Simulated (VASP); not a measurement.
Write the native input for VASP 6.6.1 that does the following.

* Task: single point
* Functional: PBEsol
* Potentials or basis: VASP PAW PBE potentials, release 64 (Ag, Cl)
* Cutoff: 520 eV
* k mesh: 9 × 9 × 9
* Occupations: fermi-dirac, width 0.01 eV
* Spin: no spin polarisation
* Dipole correction: no
* Further INCAR settings: ALGO = Normal; EDIFF = 1e-06; NBANDS = 16

The structure of AgCl lies in POSCAR:

```
AgCl
1.0
    0.0000000000      2.7176870000      2.7731500000
    2.7176870000      0.0000000000      2.7731500000
    2.7176870000      2.7176870000      0.0000000000
Ag Cl
1 1
Direct
    0.5000000000      0.5000000000      0.5000000000
    0.0000000000      0.0000000000      0.0000000000
```

This cell differs from its parent crystal: equal xx and yy strain of -2 %.

These files were run (other wordings do the same):

INCAR

```
SYSTEM = AgCl
ALGO = Normal ; EDIFF = 1E-6
ENCUT = 520 ; GGA = PS
ISIF = 2 ; ISMEAR = -1
LASPH = .TRUE. ; LCHARG = .FALSE.
LREAL = .FALSE. ; LWAVE = .FALSE.
NBANDS = 16 ; NELM = 60
PREC = Accurate ; SIGMA = 0.01
```

KPOINTS

```
k-points
0
G
  9 9 9
  0 0 0
```

Potentials or basis: VASP PAW PBE potentials, release 64 (Ag, Cl).

Launch:

```console
$ cat potpaw_PBE.64/Ag/POTCAR potpaw_PBE.64/Cl/POTCAR > POTCAR
$ mpirun -np 1 vasp_std > vasp.out
```

It gave:

The pressure is -0.8 GPa. The band gap on the k mesh is 0.71 eV, indirect (least direct gap 3.14 eV).

Caveat: the cell differs from its parent crystal (equal xx and yy strain of -2 %); the PAW data sets were made with another functional, which shifts forces and pressure a little.

Run time: 37 s on 1 thread of Intel(R) Xeon(R) Platinum 8375C CPU @ 2.90GHz (Ice Lake), on a shared host, peak memory 0.2 GiB.
